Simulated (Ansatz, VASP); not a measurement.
**Zn5CdO6: VASP beside Ansatz**

```
Zn Cd O
1.0
     3.31287    0.00000    0.00000
     0.00000    3.31287    0.00000
     0.00000    0.00000   14.19376
Zn Cd O
5 1 6
Direct
  0.00000 0.00000 0.65914
  0.50000 0.50000 0.81818
  0.50000 0.50000 0.18182
  0.00000 0.00000 0.34086
  0.50000 0.50000 0.50000
  0.00000 0.00000 0.00000
  0.50000 0.00000 0.73856
  0.00000 0.50000 0.89726
  0.50000 0.00000 0.10274
  0.00000 0.50000 0.26144
  0.50000 0.00000 0.42046
  0.00000 0.50000 0.57954
```

Alike in both runs: functional PBE; k mesh 10 × 10 × 4; occupations gaussian, width 0.02 eV; no spin polarisation.

Ansatz relaxed the structure, and its values are those at the end. VASP's run is a single point on that final structure, the one shown.

|  | VASP | Ansatz |
| --- | --- | --- |
| version | VASP 6.6.1 | Ansatz 0.2.0 |
| potentials or method | VASP PAW PBE potentials, release 64 (Zn, Cd, O), cutoff 520 eV | scalar-relativistic, plane waves, PAW |
| valence electrons in the cell | 108 | 116 |

Ansatz gave:

- gap on the k mesh at the Fermi level (eV): 0.36
- least direct gap on the mesh (eV): 0.36
- pressure (GPa): 0.0
- rms of the force components (eV/Å): 0.000

Estimate VASP's values.

gap on the k mesh at the Fermi level (eV): 0.35; least direct gap on the mesh (eV): 0.35; pressure (GPa): 0.9; rms of the force components (eV/Å): 0.011.

The functional is the same, so the differences come from potentials, cutoffs and numerics. VASP's potentials hold 108 valence electrons a cell and Ansatz's 116, so a difference there can come from the potentials and not from the codes.
